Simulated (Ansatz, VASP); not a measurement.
**One calculation of Ag, two programs**

Contents of POSCAR:

```
Ag
1.0
   -1.6289452327      1.6289452327      1.7103924944
    1.6289452327     -1.6289452327      1.7103924944
    1.6289452327      1.6289452327     -1.7103924944
Ag
1
Direct
    0.0000000000      0.0000000000      0.0000000000
```

INCAR.step1

```
SYSTEM = Ag
PREC = Accurate ; ENCUT = 520
ISMEAR = 0 ; SIGMA = 0.15
LREAL = .False. ; LASPH = .True.
NELM = 100 ; NBANDS = 12
GGA = PE ; ALGO = Normal
EDIFF = 1E-4 ; LWAVE = .True.
LCHARG = .False.
```

The input INCAR.step2:

```
SYSTEM = Ag
PREC = Accurate ; ENCUT = 520
EDIFF = 1E-6 ; ISMEAR = 0
SIGMA = 0.15 ; LREAL = .False.
LASPH = .True. ; NELM = 100
ALGO = Normal ; ISIF = 2
LWAVE = .False. ; LCHARG = .False.
METAGGA = R2SCAN ; LMIXTAU = .True.
NBANDS = 12 ; ISTART = 1
```

KPOINTS

```
regular mesh
0
Gamma
  22 22 22
  0 0 0
```

Input for Ansatz:

```yaml
crystal:
  lattice:
    - [-1.6289452327, 1.6289452327, 1.7103924944]
    - [1.6289452327, -1.6289452327, 1.7103924944]
    - [1.6289452327, 1.6289452327, -1.7103924944]
  atoms:
    - { symbol: Ag, position: [0.0, 0.0, 0.0] }
basis:
  ecutwfc: 500
kpoints:
  mp_grid: { grid: [22, 22, 22] }
hamiltonian:
  xc: r2scan
scf:
  occupations: { method: gaussian, width: 0.15 }
output:
  forces: true
  stress: true
  eigenvalues: true
```

Alike in both runs: task single point; functional r2SCAN; k mesh 22 × 22 × 22; occupations gaussian, width 0.15 eV; no spin polarisation.

|  | VASP | Ansatz |
| --- | --- | --- |
| version | VASP 6.6.1 | Ansatz 0.2.0 |
| potentials or method | VASP PAW PBE potentials, release 64 (Ag), cutoff 520 eV | scalar-relativistic, plane waves, PAW |
| valence electrons in the cell | 11 | 19 |

```tsv
	VASP	Ansatz	Ansatz less VASP
gap on the k mesh at the Fermi level (eV)	none	none	-
pressure (GPa)	-3.6	-3.6	-0.08
traceless stress, the component that is largest in VASP (GPa)	0.37	0.36	-0.010
```

VASP's potentials were made for PBE, not for r2SCAN. A gap of «none» marks a metal or a gap that the smearing closes. VASP's potentials hold 11 valence electrons a cell and Ansatz's 19, so a difference there can come from the potentials and not from the codes.
